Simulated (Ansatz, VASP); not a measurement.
# One calculation of Si7Ge, two programs

```xyz
8
Lattice="5.4680 0.0000 0.0000 0.0000 5.4680 0.0000 0.0000 0.0000 5.1946" Properties=species:S:1:pos:R:3 pbc="T T T"
Si    1.3803    1.3803    1.3113
Si    0.0000    2.7340    2.5973
Si    2.7340    2.7340    0.0000
Si    2.7340    0.0000    2.5973
Si    4.0877    1.3803    3.8833
Si    4.0877    4.0877    1.3113
Si    1.3803    4.0877    3.8833
Ge    0.0000    0.0000    0.0000
```

Change from the starting cell: strain +0.000 along x and y, -0.050 along z, atoms carried along.

Alike in both runs: task single point; functional r2SCAN; k mesh 6 × 6 × 6; occupations gaussian, width 0.05 eV; no spin polarisation.

|  | VASP | Ansatz |
| --- | --- | --- |
| version | VASP 6.6.1 | Ansatz 0.2.0 |
| potentials or method | VASP PAW PBE potentials, release 64 (Si, Ge_d), cutoff 520 eV | scalar-relativistic, plane waves, PAW |
| valence electrons in the cell | 42 | 42 |

```csv
,VASP,Ansatz,Ansatz less VASP
gap on the k mesh at the Fermi level (eV),0.12,0.10,-0.011
least direct gap on the mesh (eV),0.17,0.16,-0.011
pressure (GPa),5.1,5.3,+0.20
"traceless stress, the component that is largest in VASP (GPa)",3.26,3.24,-0.021
rms of the force components (eV/Å),0.012,0.009,-0.0030
```

VASP's potentials were made for PBE, not for r2SCAN. Atom by atom the forces differ by 0.008 eV/Å (rms over components).
